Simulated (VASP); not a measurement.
# AgI2 (P-4m2) in VASP: further runs, part 2 of 2

VASP 6.6.1. Earlier steps stand in the parts before.

**3. Single point, PBEsol**

This run uses another cell than the first one, of the same volume but with other edges.

Contents of INCAR:

```
PREC = Accurate
ENCUT = 520
EDIFF = 1E-6
ISMEAR = 0
SIGMA = 0.15
LREAL = False
LASPH = True
NELM = 80
ALGO = Normal
ISIF = 2
LWAVE = False
LCHARG = False
GGA = PS
NBANDS = 20
```

Contents of KPOINTS:

```
regular mesh
0
Gamma
  14 14 10
```

Contents of POSCAR:

```
AgI2
1.0
    3.9356562977      0.0000000000      0.0000000000
    0.0000000000      3.9356562977      0.0000000000
    0.0000000000      0.0000000000      6.5889497595
Ag I
1 2
Direct
    0.0000000000      0.0000000000      0.5000000000
    0.5000000000      0.0000000000      0.7910272650
    0.0000000000      0.5000000000      0.2089727350
```

Potentials or basis: VASP PAW PBE potentials, release 64 (Ag, I).

Run with:

```console
cat potpaw_PBE.64/Ag/POTCAR potpaw_PBE.64/I/POTCAR > POTCAR
mpirun -np 1 vasp_std > vasp.out
```

OUTCAR:

```text
PREC = Accurate
   ENCUT = 520
   EDIFF = 1E-6
   ISMEAR = 0
   LREAL = False
   LASPH = True
   NELM = 80
   ISIF = 2
   GGA = PS

 ion  position               nearest neighbor table
   1  0.000  0.000  0.500-   2 2.75   3 2.75   3 2.75   2 2.75
   2  0.500  0.000  0.791-   1 2.75   1 2.75
   3  0.000  0.500  0.209-   1 2.75   1 2.75

  LATTYP: Found a simple tetragonal cell.
 ALAT       =     3.9356562977
 C/A-ratio  =     1.6741679814

  Lattice vectors:

 A1 = (   3.9356562977,   0.0000000000,   0.0000000000)
 A2 = (   0.0000000000,   3.9356562977,   0.0000000000)
 A3 = (   0.0000000000,   0.0000000000,   6.5889497595)

Analysis of symmetry for initial positions (statically):
=====================================================================
 Subroutine PRICEL returns:
 Original cell was already a primitive cell.

 Routine SETGRP: Setting up the symmetry group for a
 simple tetragonal supercell.

 Subroutine GETGRP returns: Found  8 space group operations
 (whereof  8 operations were pure point group operations)
 out of a pool of 16 trial point group operations.

The static configuration has the point symmetry D_2d.

Analysis of symmetry for dynamics (positions and initial velocities):
=====================================================================
 Subroutine PRICEL returns:
 Original cell was already a primitive cell.

 Routine SETGRP: Setting up the symmetry group for a
 simple tetragonal supercell.

 Subroutine GETGRP returns: Found  8 space group operations
 (whereof  8 operations were pure point group operations)
 out of a pool of 16 trial point group operations.

The dynamic configuration has the point symmetry D_2d.

 Subroutine INISYM returns: Found  8 space group operations
 (whereof  8 operations are pure point group operations),
 and found     1 'primitive' translations

----------------------------------------------------------------------------------------

                                     Primitive cell
[... 112 lines left out ...]
     AMIX     =   0.40;   BMIX     =  1.00
     AMIX_MAG =   1.60;   BMIX_MAG =  1.00
  volume/ion in A,a.u.               =      34.02       229.58
  Fermi-wavevector in a.u.,A,eV,Ry     =   1.024326  1.935695 14.275815  1.049243
  Thomas-Fermi vector in A             =   2.158107
   LORBIT       =      0    0 simple, 1 ext, 2 COOP (PROOUT), +10 PAW based schemes
   GGA     = PS    functional components
   LHFCALC =     F    Hartree Fock is set to
   AEXX    =    0.0000 exact exchange contribution
   IVDW    =     0    specifies the selected vdW correction
   LEPSILON=     F    determine dielectric tensor
   LRPA    =     F    only Hartree local field effects (RPA)
 non-spin polarized calculation
 Gauss-broadening in eV      SIGMA  =   0.15
  energy-cutoff  :      520.00
  volume of cell :      102.06
 maximum number of plane-waves:      2778
 NGX is ok and might be reduce to    30

 number of electron      25.0000007 magnetization

 Free energy of the ion-electron system (eV)
  ---------------------------------------------------
  ext. energy  EPLUGINS =         0.00000000
  ---------------------------------------------------
  free energy    TOTEN  =        -6.87099963 eV

  energy without entropy =       -6.83297503  energy(sigma->0) =       -6.85198733

 E-fermi :   3.2998     XC(G=0):  -8.9793

 val. band max:        3.2987182890   @ k =   0.2143   0.0714   0.5000
 cond. band min:       3.3044282803   @ k =   0.4286   0.0714   0.4000
 fundamental gap:      0.0057099912
 Fermi energy:         3.2997556665

 k-point     1 :       0.0000    0.0000    0.0000
  band No.  band energies     occupation
      1      -9.4209      2.00000
      2      -8.6800      2.00000
      3      -0.9992      2.00000
      4      -0.7005      2.00000
      5      -0.7005      2.00000
      6      -0.5379      2.00000
[... 541 lines left out ...]
     19      12.2772      0.00000
     20      12.4185      0.00000

 [... further k-points ...]

------------------------ aborting loop because EDIFF is reached ----------------------------------------

  FORCE on cell =-STRESS in cart. coord.  units (eV):
  Direction    XX          YY          ZZ          XY          YZ          ZX
  --------------------------------------------------------------------------------------
  -------------------------------------------------------------------------------------
  Total       -0.2442049     -0.2442049     -0.7961531      0.0000000      0.0000000      0.0000000
  in kB       -3.8336677     -3.8336677    -12.4984648      0.0000000      0.0000000      0.0000000
  external PRESSURE =      -6.7219334 kB  Pullay stress =       0.0000000 kB

 VOLUME and BASIS-vectors are now :
 -----------------------------------------------------------------------------
  energy-cutoff  :      520.00
  volume of cell :      102.06
      direct lattice vectors                 reciprocal lattice vectors
     3.935656298  0.000000000  0.000000000     0.254087228  0.000000000  0.000000000
     0.000000000  3.935656298  0.000000000     0.000000000  0.254087228  0.000000000
     0.000000000  0.000000000  6.588949760     0.000000000  0.000000000  0.151769256

 POSITION                                       TOTAL-FORCE (eV/Angst)
 -----------------------------------------------------------------------------------
      0.00000      0.00000      3.29447         0.000000     -0.000000     -0.000000
      1.96783      0.00000      5.21204        -0.000000      0.000000     -0.229509
      0.00000      1.96783      1.37691        -0.000000      0.000000      0.229509
 -----------------------------------------------------------------------------------
    total drift:                                0.000000      0.000000      0.000000

  FREE ENERGIE OF THE ION-ELECTRON SYSTEM (eV)
  ---------------------------------------------------
  free  energy   TOTEN  =        -6.8709996320 eV

  energy  without entropy=       -6.8329750343  energy(sigma->0) =       -6.85198733
```

stdout:

```text
POSCAR found type information on POSCAR AgI
 POSCAR found :  2 types and       3 ions
 scaLAPACK will be used
 -----------------------------------------------------------------------------
|                                                                             |
|                                                                             |
|     You enforced a specific xc type in the INCAR file but a different       |
|     I HOPE YOU KNOW WHAT YOU ARE DOING!                                     |
|                                                                             |
 -----------------------------------------------------------------------------

 LDA part: xc-table for (Slater+PW92), standard interpolation
 POSCAR, INCAR and KPOINTS ok, starting setup
 FFT: planning ... GRIDC
 FFT: planning ... GRID_SOFT
 FFT: planning ... GRID
 WAVECAR not read
 entering main loop
```

It took 8.8 min on 1 thread of Intel Xeon 8259CL, shared host; peak memory 0.53 GiB.

Results:

| Property | Result |
| --- | --- |
| Free energy | -6.8710 eV |
| Pressure | -0.7 GPa |
| Largest force | 0.230 eV/Å |
| Band gap on the k mesh | zero (an odd number of electrons rules out a gap without spin polarisation) |

Forces in eV/Å, atoms in the order of the input:
```
Ag   0.000  0.000  0.000
I    0.000  0.000 -0.230
I    0.000  0.000  0.230
```

Caveat: the PAW data sets were made with another functional, which shifts forces and pressure a little; spin-orbit coupling is left out, which moves the levels of the heavy elements; an odd number of electrons without spin polarisation forces a metal; a magnetic or distorted state may lie lower.

**4. Single point, PBEsol**

This run uses another cell than the first one, of the same volume but with other edges.

Contents of INCAR:

```
PREC     = Accurate       # precision mode
ENCUT    = 520            # plane-wave cutoff, eV
EDIFF    = 1E-6           # SCF threshold, eV
ISMEAR   = 0              # smearing method
SIGMA    = 0.15           # smearing width, eV
LREAL    = F              # projectors in reciprocal space
LASPH    = T              # aspherical terms in the spheres
NELM     = 80             # most SCF steps
ALGO     = Normal         # electronic algorithm
ISIF     = 2              # what is computed and relaxed
LWAVE    = F              # write WAVECAR
LCHARG   = T              # write CHGCAR
GGA      = PS             # functional
LELF     = T              # ELF
LVHAR    = T            
NBANDS   = 20             # bands
```

Contents of KPOINTS:

```
Automatic mesh
0
Gamma
  14 14 10
```

Contents of POSCAR:

```
AgI2
1.0
    4.1183600750      0.0000000000      0.0000000000
    0.0000000000      4.1183600750      0.0000000000
    0.0000000000      0.0000000000      6.0173031915
Ag I
1 2
Direct
    0.0000000000      0.0000000000      0.5000000000
    0.5000000000      0.0000000000      0.7910272650
    0.0000000000      0.5000000000      0.2089727350
```

Run with:

```console
cat potpaw_PBE.64/Ag/POTCAR potpaw_PBE.64/I/POTCAR > POTCAR
mpirun -np 1 vasp_std > vasp.out
```

Run time: 4.3 min. Hardware: 1 thread of AMD EPYC 7R13 (Zen 3), shared host; peak memory 0.5 GiB.

Results (log left out):

- Free energy: -6.8854 eV
- Pressure: 0.3 GPa
- Largest force: 0.067 eV/Å
- Band gap on the k mesh: zero (an odd number of electrons rules out a gap without spin polarisation)

Forces on the atoms (eV/Å):
```
Ag   0.000  0.000  0.000
I    0.000  0.000  0.067
I    0.000  0.000 -0.067
```

Stress tensor (GPa, compression positive):
```
0.13 0.00 0.00
0.00 0.13 0.00
0.00 0.00 0.58
```

Levels at points of the mesh, in eV from the Fermi level:
| k point | band 9 | band 10 | band 11 | band 12 | band 13 | band 14 | band 15 | band 16 | band 17 | band 18 |
| --- | --- | --- | --- | --- | --- | --- | --- | --- | --- | --- |
| (0.00, 0.00, 0.00) | -1.44 | -1.44 | -0.02 | 0.62 | 0.62 | 3.05 | 4.81 | 5.70 | 7.42 | 7.42 |
| (0.50, 0.00, 0.00) | -2.05 | -1.66 | -1.52 | -0.21 | -0.21 | 5.33 | 5.99 | 6.27 | 7.30 | 8.35 |
| (0.50, 0.50, 0.00) | -2.09 | -1.74 | -1.23 | -1.23 | -1.14 | 3.54 | 4.20 | 4.20 | 6.11 | 11.34 |
| (0.00, 0.00, 0.50) | -1.12 | -0.70 | -0.70 | -0.27 | -0.27 | 4.93 | 5.12 | 6.37 | 6.41 | 7.52 |
| (0.50, 0.00, 0.50) | -3.24 | -0.31 | -0.23 | -0.14 | -0.09 | 3.53 | 5.22 | 7.01 | 7.41 | 7.64 |
| (0.50, 0.50, 0.50) | -2.60 | -2.52 | -1.67 | -1.67 | -0.95 | 5.95 | 6.21 | 6.21 | 7.50 | 8.00 |

Caveat: the PAW data sets were made with another functional, which shifts forces and pressure a little; spin-orbit coupling is left out, which moves the levels of the heavy elements; an odd number of electrons without spin polarisation forces a metal; a magnetic or distorted state may lie lower.

**5. Summary**

```csv
cell,gap on the mesh (eV),pressure (GPa),largest force (eV/Å)
"a = 4.177, b = 4.177, c = 5.849 Å, 3 atoms",none,0.5,0.13
"a = 3.936, b = 3.936, c = 6.589 Å, 3 atoms",none,-0.7,0.23
"a = 4.118, b = 4.118, c = 6.017 Å, 3 atoms",none,0.3,0.07
```

Alike in all rows: task single point; level PBEsol; potentials or basis VASP PAW PBE potentials, release 64 (Ag, I); no spin polarisation; k mesh 14 × 14 × 10; cutoff (eV) 520; smearing gaussian 0.15 eV.

Caveats: the PAW data sets were made with another functional, which shifts forces and pressure a little; spin-orbit coupling is left out, which moves the levels of the heavy elements; an odd number of electrons without spin polarisation forces a metal; a magnetic or distorted state may lie lower.

Total energies depend on the potentials used, so only differences within one code and one set of settings carry meaning.
